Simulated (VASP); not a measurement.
A run of VASP 6.6.1 is set up as follows.

File INCAR:

```
SYSTEM = BP2
ALGO = Normal
EDIFF = 1E-6
ENCUT = 500
GGA = PE
GGA_COMPAT = .False.
ISIF = 2
ISMEAR = 0
LASPH = .True.
LCHARG = .False.
LREAL = .False.
LWAVE = .False.
NBANDS = 14
NELM = 120
PREC = Accurate
SIGMA = 0.2
```

File KPOINTS:

```
k-points
0
Gamma
  6 6 5
  0 0 0
```

POSCAR

```
BP2
1.0
    2.8947032112      0.0000000000      0.0000000000
    0.0000000000      2.8947032112      0.0000000000
    0.0000000000      0.0000000000      4.6032283647
B P
1 2
Direct
    0.0000000000      0.0000000000      0.8403424584
    0.0000000000      0.0000000000      0.2682683344
    0.5000000000      0.5000000000      0.7733166873
```

Potentials or basis: VASP PAW PBE potentials, release 64 (B, P).

The run is started by

```bash
$ cat potpaw_PBE.64/B/POTCAR potpaw_PBE.64/P/POTCAR > POTCAR
$ mpirun -np 1 vasp_std > vasp.out
```

Problem. What does it give for the largest force?

Solution. 0.054 eV/Å.

Problem. Predict the pressure.

Solution. -0.2 GPa.

Forces in eV/Å, atoms in the order of the input:
```
B    0.000  0.000  0.006
P    0.000  0.000 -0.054
P    0.000  0.000  0.048
```

Caveat: the k points lie up to 0.36 Å⁻¹ apart.
